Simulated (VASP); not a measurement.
# B (P4_3) in VASP: a series of runs

B is run at these levels: PBE; tasks: single point, relaxation of cell and atoms.

Everything below comes from runs of VASP 6.6.1. Logs are shortened: lines on timing, memory, paths and dates and some standing lists are left out, and cuts for length are marked.

**1. The cell of the first run**

It takes space group P4_3 (No. 78, tetragonal). Conventional cell: a = 4.579 Å, b = 4.579 Å, c = 3.023 Å, α = 90.00°, β = 90.00°, γ = 90.00°. B (site symmetry 1) has 6 B at 1.69 to 1.88 Å within 2.2 Å. B (site symmetry 1) has 6 B at 1.69 to 1.80 Å within 2.2 Å.

**2. Single point, PBE**

Contents of INCAR:

```
  PREC = Accurate
  ENCUT = 520
  EDIFF = 1E-6
  ISMEAR = 0
  SIGMA = 0.1
  LREAL = False
  LASPH = True
  NELM = 100
  ALGO = Normal
  ISIF = 2
  LWAVE = False
  LCHARG = False
  GGA = PE
  NBANDS = 22
```

Contents of KPOINTS:

```
regular mesh
0
Gamma
  8 8 12
```

Contents of POSCAR:

```
B
1.0
    4.5785058095      0.0000000000      0.0000000000
    0.0000000000      4.5785058095      0.0000000000
    0.0000000000      0.0000000000      3.0228561953
B
8
Direct
    0.9688237970      0.3815799466      0.2294391029
    0.0311762030      0.6184200534      0.7294391029
    0.6184200534      0.9688237970      0.9794391029
    0.3815799466      0.0311762030      0.4794391029
    0.0880131724      0.2369819056      0.7111374871
    0.9119868276      0.7630180944      0.2111374871
    0.7630180944      0.0880131724      0.4611374871
    0.2369819056      0.9119868276      0.9611374871
```

Potentials or basis: VASP PAW PBE potentials, release 64 (B).

Command:

```bash
cat potpaw_PBE.64/B/POTCAR > POTCAR
mpirun -np 1 vasp_std > vasp.out
```

OUTCAR:

```text
PREC = Accurate
   ENCUT = 520
   EDIFF = 1E-6
   ISMEAR = 0
   LREAL = False
   LASPH = True
   NELM = 100
   ISIF = 2
   GGA = PE

 ion  position               nearest neighbor table
   1  0.969  0.382  0.229-   5 1.69   6 1.77   7 1.78   5 1.79   2 1.88   2 1.88
   2  0.031  0.618  0.729-   6 1.69   5 1.77   8 1.78   6 1.79   1 1.88   1 1.88
   3  0.618  0.969  0.979-   7 1.69   8 1.77   6 1.78   7 1.79   4 1.88   4 1.88
   4  0.382  0.031  0.479-   8 1.69   7 1.77   5 1.78   8 1.79   3 1.88   3 1.88
   5  0.088  0.237  0.711-   1 1.69   2 1.77   4 1.78   1 1.79   7 1.80   8 1.80
   6  0.912  0.763  0.211-   2 1.69   1 1.77   3 1.78   2 1.79   7 1.80   8 1.80
   7  0.763  0.088  0.461-   3 1.69   4 1.77   1 1.78   3 1.79   5 1.80   6 1.80
   8  0.237  0.912  0.961-   4 1.69   3 1.77   2 1.78   4 1.79   5 1.80   6 1.80

  LATTYP: Found a simple tetragonal cell.
 ALAT       =     4.5785058095
 C/A-ratio  =     0.6602276640

  Lattice vectors:

 A1 = (   4.5785058095,   0.0000000000,   0.0000000000)
 A2 = (   0.0000000000,   4.5785058095,   0.0000000000)
 A3 = (   0.0000000000,   0.0000000000,   3.0228561953)

Analysis of symmetry for initial positions (statically):
=====================================================================
 Subroutine PRICEL returns:
 Original cell was already a primitive cell.

 Routine SETGRP: Setting up the symmetry group for a
 simple tetragonal supercell.

 Subroutine GETGRP returns: Found  4 space group operations
 (whereof  1 operations were pure point group operations)
 out of a pool of 16 trial point group operations.

The static configuration has the point symmetry C_1 .
 The point group associated with its full space group is C_1 .

Analysis of symmetry for dynamics (positions and initial velocities):
=====================================================================
 Subroutine PRICEL returns:
 Original cell was already a primitive cell.

 Routine SETGRP: Setting up the symmetry group for a
 simple tetragonal supercell.

 Subroutine GETGRP returns: Found  4 space group operations
 (whereof  1 operations were pure point group operations)
 out of a pool of 16 trial point group operations.

The dynamic configuration has the point symmetry C_1 .
 The point group associated with its full space group is C_1 .

 Subroutine INISYM returns: Found  4 space group operations
 (whereof  1 operations are pure point group operations),
 and found     1 'primitive' translations

[... 105 lines left out ...]
   NELM   =    100;   NELMIN=  2; NELMDL= -5     # of ELM steps
   EDIFF  = 0.1E-05   stopping-criterion for ELM
   LREAL  =      F    real-space projection
   EDIFFG = 0.1E-04   stopping-criterion for IOM
   NSW    =      0    number of steps for IOM
   IBRION =     -1    ionic relax: 0-MD 1-quasi-New 2-CG
   NFREE  =      0    steps in history (QN), initial steepest desc. (CG)
   ISIF   =      2    stress and relaxation
   ISYM   =      2    0-nonsym 1-usesym 2-fastsym
   POTIM  = 0.5000    time-step for ionic-motion
   TEBEG  =    0.0;   TEEND  =   0.0 temperature during run
   PSTRESS=    0.0 pullay stress
   NELECT =      24.0000    total number of electrons
   NUPDOWN=      -1.0000    fix difference up-down
   EMIN   =  10.00;   EMAX   =-10.00  energy-range for DOS
   EFERMI =   0.00;   METHOD = LEGACY
   ISMEAR =     0;   SIGMA  =   0.10  broadening in eV -4-tet -1-fermi 0-gaus
   EFERMI_NEDOS =   21; number of points for ismear=-14 and -15
   IALGO  =     38    algorithm
   IMIX   =      4    mixing-type and parameters
     AMIX     =   0.40;   BMIX     =  1.00
     AMIX_MAG =   1.60;   BMIX_MAG =  1.00
  volume/ion in A,a.u.               =       7.92        53.45
  Fermi-wavevector in a.u.,A,eV,Ry     =   1.184469  2.238321 19.088511  1.402966
  Thomas-Fermi vector in A             =   2.320682
   LORBIT       =      0    0 simple, 1 ext, 2 COOP (PROOUT), +10 PAW based schemes
   GGA     = PE    functional components
   LHFCALC =     F    Hartree Fock is set to
   AEXX    =    0.0000 exact exchange contribution
   IVDW    =     0    specifies the selected vdW correction
   LEPSILON=     F    determine dielectric tensor
   LRPA    =     F    only Hartree local field effects (RPA)
 non-spin polarized calculation
 Gauss-broadening in eV      SIGMA  =   0.10
  energy-cutoff  :      520.00
  volume of cell :       63.37
 maximum number of plane-waves:      1721
 NGX is ok and might be reduce to    36
   NGX = 17   NGY = 17   NGZ = 11

 number of electron      24.0000000 magnetization

 Free energy of the ion-electron system (eV)
  ---------------------------------------------------
  ext. energy  EPLUGINS =         0.00000000
  ---------------------------------------------------
  free energy    TOTEN  =       -51.09173082 eV

  energy without entropy =      -51.09116116  energy(sigma->0) =      -51.09144599

 E-fermi :   5.7361     XC(G=0): -10.9453

 val. band max:        5.7086420583   @ k =   0.0000   0.0000   0.3333
 cond. band min:       5.8782722551   @ k =   0.0000   0.0000   0.4167
 fundamental gap:      0.1696301969
 Fermi energy:         5.7361436734

 k-point     1 :       0.0000    0.0000    0.0000
  band No.  band energies     occupation
      1     -10.3529      2.00000
      2      -6.6117      2.00000
      3      -4.4571      2.00000
      4      -4.4571      2.00000
      5      -3.2864      2.00000
      6       0.5434      2.00000
[... 589 lines left out ...]
     21      13.8487      0.00000
     22      14.8284      0.00000

 [... further k-points ...]
[... 5 lines left out ...]
  --------------------------------------------------------------------------------------
  -------------------------------------------------------------------------------------
  Total       -0.0134319     -0.0134319      0.0300910      0.0000002      0.0000000      0.0000000
  in kB       -0.3396110     -0.3396110      0.7608200      0.0000044      0.0000000      0.0000000
  external PRESSURE =       0.0271993 kB  Pullay stress =       0.0000000 kB

 VOLUME and BASIS-vectors are now :
 -----------------------------------------------------------------------------
  energy-cutoff  :      520.00
  volume of cell :       63.37
      direct lattice vectors                 reciprocal lattice vectors
     4.578505810  0.000000000  0.000000000     0.218411867  0.000000000  0.000000000
     0.000000000  4.578505810  0.000000000     0.000000000  0.218411867  0.000000000
     0.000000000  0.000000000  3.022856195     0.000000000  0.000000000  0.330812958

 POSITION                                       TOTAL-FORCE (eV/Angst)
 -----------------------------------------------------------------------------------
      4.43577      1.74707      0.69356        -0.002560      0.005241     -0.006036
      0.14274      2.83144      2.20499         0.002560     -0.005241     -0.006036
      2.83144      4.43577      2.96070        -0.005241     -0.002560     -0.006036
      1.74707      0.14274      1.44928         0.005241      0.002560     -0.006036
      0.40297      1.08502      2.14967         0.002687     -0.002552      0.006036
      4.17554      3.49348      0.63824        -0.002687      0.002552      0.006036
      3.49348      0.40297      1.39395         0.002552      0.002687      0.006036
      1.08502      4.17554      2.90538        -0.002552     -0.002687      0.006036
 -----------------------------------------------------------------------------------
    total drift:                                0.000000     -0.000000      0.000029

  FREE ENERGIE OF THE ION-ELECTRON SYSTEM (eV)
  ---------------------------------------------------
  free  energy   TOTEN  =       -51.0917308163 eV

  energy  without entropy=      -51.0911611583  energy(sigma->0) =      -51.09144599
```

Run time: 1.7 min. Hardware: 1 thread of Intel Xeon Platinum 8259CL at 2.50GHz (Skylake/Cascade Lake), shared host; peak memory 0.25 GiB.

What came out:

```
Free energy   : -51.0917 eV
Pressure      : 0.0 GPa
Largest force : 0.008 eV/Å
```

Forces in eV/Å, atoms in the order of the input:
```
B   -0.003  0.005 -0.006
B    0.003 -0.005 -0.006
B   -0.005 -0.003 -0.006
B    0.005  0.003 -0.006
B    0.003 -0.003  0.006
B   -0.003  0.003  0.006
B    0.003  0.003  0.006
B   -0.003 -0.003  0.006
```

**3. Relaxation of cell and atoms, PBE**

Contents of INCAR:

```
ALGO = Normal
EDIFF = 1E-6
EDIFFG = -0.01
ENCUT = 600
GGA = PE
IBRION = 2
ISIF = 3
ISMEAR = 0
LASPH = T
LCHARG = F
LREAL = F
LWAVE = F
NELM = 100
NSW = 100
PREC = Accurate
SIGMA = 0.1
```

Contents of KPOINTS:

```
k-points
0
Gamma
  8 8 12
```

Contents of POSCAR:

```
B
1.0
    4.5799784739      0.0000000000      0.0000000000
    0.0000000000      4.5799784739      0.0000000000
    0.0000000000      0.0000000000      3.0170528373
B
8
Direct
    0.9687081624      0.3821829409      0.2294463482
    0.0312918376      0.6178170591      0.7294463482
    0.6178170591      0.9687081624      0.9794463482
    0.3821829409      0.0312918376      0.4794463482
    0.0882126952      0.2367660102      0.7111302418
    0.9117873048      0.7632339898      0.2111302418
    0.7632339898      0.0882126952      0.4611302418
    0.2367660102      0.9117873048      0.9611302418
```

Potentials or basis: VASP PAW PBE potentials, release 64 (B).

Command:

```bash
cat potpaw_PBE.64/B/POTCAR > POTCAR
mpirun -np 1 vasp_std > vasp.out
```

OUTCAR:

```text
EDIFF = 1E-6
   EDIFFG = -0.01
   ENCUT = 600
   GGA = PE
   IBRION = 2
   ISIF = 3
   ISMEAR = 0
   LASPH = T
   LREAL = F
   NELM = 100
   NSW = 100
   PREC = Accurate

 ion  position               nearest neighbor table
   1  0.969  0.382  0.229-   5 1.69   6 1.77   7 1.79   5 1.79   2 1.88   2 1.88
   2  0.031  0.618  0.729-   6 1.69   5 1.77   8 1.79   6 1.79   1 1.88   1 1.88
   3  0.618  0.969  0.979-   7 1.69   8 1.77   6 1.79   7 1.79   4 1.88   4 1.88
   4  0.382  0.031  0.479-   8 1.69   7 1.77   5 1.79   8 1.79   3 1.88   3 1.88
   5  0.088  0.237  0.711-   1 1.69   2 1.77   4 1.79   1 1.79   7 1.80   8 1.80
   6  0.912  0.763  0.211-   2 1.69   1 1.77   3 1.79   2 1.79   7 1.80   8 1.80
   7  0.763  0.088  0.461-   3 1.69   4 1.77   1 1.79   3 1.79   5 1.80   6 1.80
   8  0.237  0.912  0.961-   4 1.69   3 1.77   2 1.79   4 1.79   5 1.80   6 1.80

  LATTYP: Found a simple tetragonal cell.
 ALAT       =     4.5799784739
 C/A-ratio  =     0.6587482571

  Lattice vectors:

 A1 = (   4.5799784739,   0.0000000000,   0.0000000000)
 A2 = (   0.0000000000,   4.5799784739,   0.0000000000)
[... 408 lines left out ...]
  free energy    TOTEN  =       -51.09861301 eV

  energy without entropy =      -51.09804528  energy(sigma->0) =      -51.09832915

 E-fermi :   5.7376     XC(G=0): -10.9470

 val. band max:        5.7110419712   @ k =   0.0000   0.0000   0.3333
 cond. band min:       5.8807454448   @ k =   0.0000   0.0000   0.4167
 fundamental gap:      0.1697034735
 Fermi energy:         5.7375929623

 k-point     1 :       0.0000    0.0000    0.0000
  band No.  band energies     occupation
      1     -10.3522      2.00000
      2      -6.6095      2.00000
      3      -4.4544      2.00000
      4      -4.4544      2.00000
      5      -3.2841      2.00000
      6       0.5434      2.00000
[... 457 lines left out ...]
      4      -3.7519      2.00000
      5      -2.3601      2.00000
      6      -0.3851      2.00000
[... 9 lines left out ...]
     16       9.7564      0.00000
     17      10.2711      0.00000

 [... further k-points ...]
[... 5 lines left out ...]
  --------------------------------------------------------------------------------------
  -------------------------------------------------------------------------------------
  Total        0.0110723      0.0110723     -0.0061617      0.0000002      0.0000000      0.0000000
  in kB        0.2800464      0.2800464     -0.1558466      0.0000043      0.0000000      0.0000000
  external PRESSURE =       0.1347488 kB  Pullay stress =       0.0000000 kB
[... 23 lines left out ...]
  FREE ENERGIE OF THE ION-ELECTRON SYSTEM (eV)
  ---------------------------------------------------
  free  energy   TOTEN  =       -51.0986130125 eV

  energy  without entropy=      -51.0980452828  energy(sigma->0) =      -51.09832915

 reached required accuracy - stopping structural energy minimisation
```

OSZICAR:

```text
N       E                     dE             d eps       ncg     rms          rms(c)
DAV:   1     0.657285222401E+02    0.65729E+02   -0.12476E+04  4284   0.143E+03
DAV:   2    -0.500940524199E+02   -0.11582E+03   -0.11345E+03  5709   0.246E+02
[... 35 lines left out ...]
   5 F= -.51098594E+02 E0= -.51098309E+02  d E =-.968095E-04
       N       E                     dE             d eps       ncg     rms          rms(c)
DAV:   1    -0.510986170647E+02   -0.22925E-04   -0.23128E-03  4448   0.352E-01    0.133E-02
DAV:   2    -0.510986145948E+02    0.24699E-05   -0.34955E-05  5979   0.443E-02    0.736E-03
DAV:   3    -0.510986129984E+02    0.15964E-05   -0.48931E-06  4829   0.142E-02    0.133E-03
DAV:   4    -0.510986130125E+02   -0.14129E-07   -0.41075E-07  2326   0.447E-03
   6 F= -.51098613E+02 E0= -.51098329E+02  d E =-.188217E-04
```

It took 4.4 min on 1 thread of Intel Xeon Platinum 8259CL at 2.50GHz (Skylake/Cascade Lake), shared host; peak memory 0.26 GiB.

Results:

- Free energy: -51.0986 eV
- Relaxed volume: 7.92 Å³/atom
- Relaxed cell: a = 4.578 Å, b = 4.578 Å, c = 3.023 Å, α = 90.00°, β = 90.00°, γ = 90.00°
- Space group after relaxing (to 0.05 Å): P4_3 (No. 78)
- Energy gained by relaxing: 0.1 meV/atom
- Ionic steps: 6
- Pressure after relaxing: 0.0 GPa

The path:
```
step  energy change (eV)  largest force (eV/Å)  pressure (GPa)  volume (Å³)
   1              0.0000                0.0249            0.31        63.29
   2             -0.0004                0.0195           -0.28        63.43
   3             -0.0004                0.0207           -0.14        63.39
   4             -0.0005                0.0100            0.00        63.35
   5             -0.0005                0.0104            0.02        63.35
   6             -0.0005                0.0019            0.01        63.35
```

Final structure:
```yaml
crystal:
  lattice:
    - [4.57757, 0.00000, 0.00000]
    - [0.00000, 4.57757, 0.00000]
    - [0.00000, 0.00000, 3.02307]
  atoms:
    - { symbol: B, position: [0.96873, 0.38162, 0.22938] }
    - { symbol: B, position: [0.03127, 0.61838, 0.72938] }
    - { symbol: B, position: [0.61838, 0.96873, 0.97938] }
    - { symbol: B, position: [0.38162, 0.03127, 0.47938] }
    - { symbol: B, position: [0.08804, 0.23696, 0.71120] }
    - { symbol: B, position: [0.91197, 0.76304, 0.21120] }
    - { symbol: B, position: [0.76304, 0.08804, 0.46120] }
    - { symbol: B, position: [0.23696, 0.91197, 0.96120] }
```
